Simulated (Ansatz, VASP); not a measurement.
**CsH3: VASP beside Ansatz**

```
Cs H
1.0
    -1.92848    1.92848    4.42584
     1.92848   -1.92848    4.42584
     1.92848    1.92848   -4.42584
Cs H
1 3
Direct
  0.00000 0.00000 0.00000
  0.50000 0.50000 0.00000
  0.75000 0.25000 0.50000
  0.25000 0.75000 0.50000
```

Change from the starting cell: species swapped into the NbGa3 type (I4/mmm, No. 139).

Alike in both runs: task single point; functional PBE; k mesh 6 × 6 × 6; occupations gaussian, width 0.1 eV; no spin polarisation.

|  | VASP | Ansatz |
| --- | --- | --- |
| version | VASP 6.6.1 | Ansatz 0.2.0 |
| potentials or method | VASP PAW PBE potentials, release 64 (Cs_sv, H), cutoff 520 eV | scalar-relativistic, plane waves, PAW |
| valence electrons in the cell | 12 | 12 |

|  | VASP | Ansatz | Ansatz less VASP |
| --- | --- | --- | --- |
| gap on the k mesh at the Fermi level (eV) | none | none | - |
| pressure (GPa) | 1.9 | 1.9 | -0.01 |
| traceless stress, the component that is largest in VASP (GPa) | 0.70 | 0.75 | +0.046 |

A gap of «none» marks a metal or a gap that the smearing closes.

The k mesh is coarse, so the values compare programs but aren't converged. Spin-orbit coupling is off throughout.
